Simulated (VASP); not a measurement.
Here is a VASP 6.6.1 calculation.

File INCAR:

```
SYSTEM = PbI2
PREC     = Accurate       ! precision mode
ENCUT    = 500            ! plane-wave cutoff, eV
EDIFF    = 1E-7           ! SCF threshold, eV
ISMEAR   = -1             ! smearing method
SIGMA    = 0.02           ! smearing width, eV
LREAL    = .False.        ! projectors in reciprocal space
LASPH    = .True.         ! aspherical terms in the spheres
NELM     = 120            ! most SCF steps
ALGO     = Normal         ! electronic algorithm
ISIF     = 3              ! what is computed and relaxed
LWAVE    = .False.        ! write WAVECAR
LCHARG   = .False.        ! write CHGCAR
GGA      = PE             ! functional
IVDW     = 13             ! dispersion correction
IBRION   = 2              ! ionic algorithm
NSW      = 80             ! ionic steps
EDIFFG   = -0.005         ! ionic threshold
GGA_COMPAT= .False.      
NELMIN   = 4
```

Contents of KPOINTS:

```
regular mesh
0
Gamma
  6 6 4
  0 0 0
```

POSCAR

```
PbI2
1.0
    4.5574682466      0.0000000000      0.0000000000
   -2.2787341233      3.9468832785      0.0000000000
    0.0000000000      0.0000000000      6.9603351976
Pb I
1 2
Direct
    0.0000000000      0.0000000000      0.0000000000
    0.3333333333      0.6666666667      0.2712467613
    0.6666666667      0.3333333333      0.7287532387
```

Potentials or basis: VASP PAW PBE potentials, release 64 (Pb_d, I).

Command:

```bash
$ cat potpaw_PBE.64/Pb_d/POTCAR potpaw_PBE.64/I/POTCAR > POTCAR
$ mpirun -np 1 vasp_std > vasp.out
```

Q: What does it give for the dispersion energy per atom?

A: -0.339 eV.

Q: What does it give for the relaxed cell?

A: a = 4.549 Å, b = 4.549 Å, c = 6.959 Å, α = 90.00°, β = 90.00°, γ = 120.00°.

Final structure:
```xyz
3
Lattice="4.5494 0.0000 0.0000 -2.2747 3.9399 0.0000 0.0000 0.0000 6.9587" Properties=species:S:1:pos:R:3 pbc="T T T"
Pb    0.0000    0.0000    0.0000
I     0.0000    2.6266    1.8925
I     2.2747    1.3133    5.0662
```
